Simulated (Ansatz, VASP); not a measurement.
# CoO: VASP beside Ansatz

INCAR

```
  PREC = Accurate
  ENCUT = 520
  EDIFF = 1E-6
  ISMEAR = 0
  SIGMA = 0.15
  LREAL = False
  LASPH = True
  NELM = 150
  ALGO = Normal
  ISIF = 2
  LWAVE = False
  LCHARG = True
  ISPIN = 2
  MAGMOM = 2.64 0.33
  LORBIT = 11
  LMAXMIX = 4
  GGA = PS
  LELF = True
  LVHAR = True
  NBANDS = 18
```

KPOINTS

```
regular mesh
0
Gamma
  18 18 18
```

Contents of POSCAR:

```
CoO
1.0
    1.5054695445      0.8691832468      2.4399269062
   -1.5054695445      0.8691832468      2.4399269062
    0.0000000000     -1.7383664936      2.4399269062
Co O
1 1
Direct
    0.0000000000      0.0000000000      0.0000000000
    0.5017077014      0.5017077014      0.5017077014
```

Input for Ansatz:

```yaml
crystal:
  lattice:
    - [1.5054695445, 0.8691832468, 2.4399269062]
    - [-1.5054695445, 0.8691832468, 2.4399269062]
    - [0.0, -1.7383664936, 2.4399269062]
  atoms:
    - { symbol: Co, position: [0.0, 0.0, 0.0], spin: 2.64 }
    - { symbol: O, position: [0.5017077014, 0.5017077014, 0.5017077014], spin: 0.33 }
basis:
  ecutwfc: 420
kpoints:
  mp_grid: { grid: [18, 18, 18] }
hamiltonian:
  xc: pbesol
scf:
  occupations: { method: gaussian, width: 0.15 }
output:
  forces: true
  stress: true
  eigenvalues: true
  populations: true
  write_density: true
  write_potential: true
  elf: true
  volumetric_format: npy
magnetization:
  spin_polarized: true
```

Change from the starting cell: all O atoms moved +0.013 Å, as atom 2 along Cartesian [0 0 1].

Alike in both runs: task single point; functional PBEsol; k mesh 18 × 18 × 18; occupations gaussian, width 0.15 eV; collinear spin.

|  | VASP | Ansatz |
| --- | --- | --- |
| version | VASP 6.6.1 | Ansatz 0.2.0 |
| potentials or method | VASP PAW PBE potentials, release 64 (Co, O), cutoff 520 eV | scalar-relativistic, plane waves, PAW |
| valence electrons in the cell | 15 | 23 |

|  | VASP | Ansatz | Ansatz less VASP |
| --- | --- | --- | --- |
| gap on the k mesh at the Fermi level (eV) | none | none | - |
| pressure (GPa) | -9.6 | -9.1 | +0.56 |
| traceless stress, the component that is largest in VASP (GPa) | -0.18 | -0.21 | -0.026 |
| net moment per atom (μB) | 1.45 | 1.47 | +0.014 |
| size of the moment on the site where the two differ most (μB) | 2.54 | 2.48 | -0.065 |

VASP's potentials were made for PBE, not for PBEsol. Site moments also hang on the region over which each program counts them. A gap of «none» marks a metal or a gap that the smearing closes. VASP's potentials hold 15 valence electrons a cell and Ansatz's 23, so a difference there can come from the potentials and not from the codes.
